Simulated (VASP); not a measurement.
# LiCoPb4: single point with PBE

LiCoPb4:

```xyz
6
Lattice="0.0000 4.0961 4.0961 4.0961 0.0000 4.0961 4.0961 4.0961 0.0000" Properties=species:S:1:pos:R:3 pbc="T T T"
Li    0.0000    0.0000    0.0000
Co    6.1442    6.1442    6.1442
Pb    5.1201    3.0721    5.1201
Pb    5.1201    5.1201    3.0721
Pb    3.0721    3.0721    3.0721
Pb    3.0721    5.1201    5.1201
```

| Quantity | Value |
| --- | --- |
| Program | VASP 6.6.1 |
| Task | single point |
| Functional | PBE |
| Potentials or basis | VASP PAW PBE potentials, release 64 (Li_sv, Co, Pb_d) |
| Cutoff | 520 eV |
| k mesh | 4 × 4 × 4 |
| Occupations | gaussian, width 0.1 eV |
| Spin | collinear spin, ferromagnetic start |
| Starting moments | [0.0, 3.0, 0.0, 0.0, 0.0, 0.0] μB |
| Dipole correction | no |
| Further INCAR settings | ALGO = Fast; EDIFF = 1e-06; NBANDS = 47 |

```
Net moment                                            : 1.32 μB per cell
Site moments                                          : Li -0.00; Co +1.60; Pb -0.03 μB
Valence electrons inside the program's atomic spheres : Li 2.04; Co 7.77; Pb 12.22
```

Levels at points of the mesh, in eV from the Fermi level:
Spin up:
| k point | band 31 | band 32 | band 33 | band 34 | band 35 | band 36 | band 37 | band 38 |
| --- | --- | --- | --- | --- | --- | --- | --- | --- |
| (0.00, 0.00, 0.00) | -2.77 | -1.21 | -1.21 | -1.21 | -1.06 | -0.66 | -0.66 | 1.83 |
| (0.50, 0.00, 0.00) | -1.66 | -1.66 | -1.54 | -0.71 | 0.69 | 0.74 | 0.74 | 1.26 |
| (0.50, 0.50, 0.00) | -1.58 | -1.30 | 0.11 | 0.11 | 0.50 | 1.06 | 1.36 | 1.43 |
Spin down:
```csv
k point,band 30,band 31,band 32,band 33,band 34,band 35,band 36,band 37
"(0.00, 0.00, 0.00)",-2.13,-2.13,-0.92,-0.23,-0.23,-0.23,0.90,0.90
"(0.50, 0.00, 0.00)",-0.87,-0.76,-0.47,0.04,0.04,0.76,0.92,0.92
"(0.50, 0.50, 0.00)",-0.50,-0.35,-0.15,0.06,0.06,0.83,1.09,1.31
```

It took 7.7 min on 1 thread of Intel(R) Xeon(R) Platinum 8259CL CPU @ 2.50GHz (Skylake/Cascade Lake) (shared host), peak memory 0.43 GiB.

Caveat: spin-orbit coupling is left out, which moves the levels of the heavy elements.
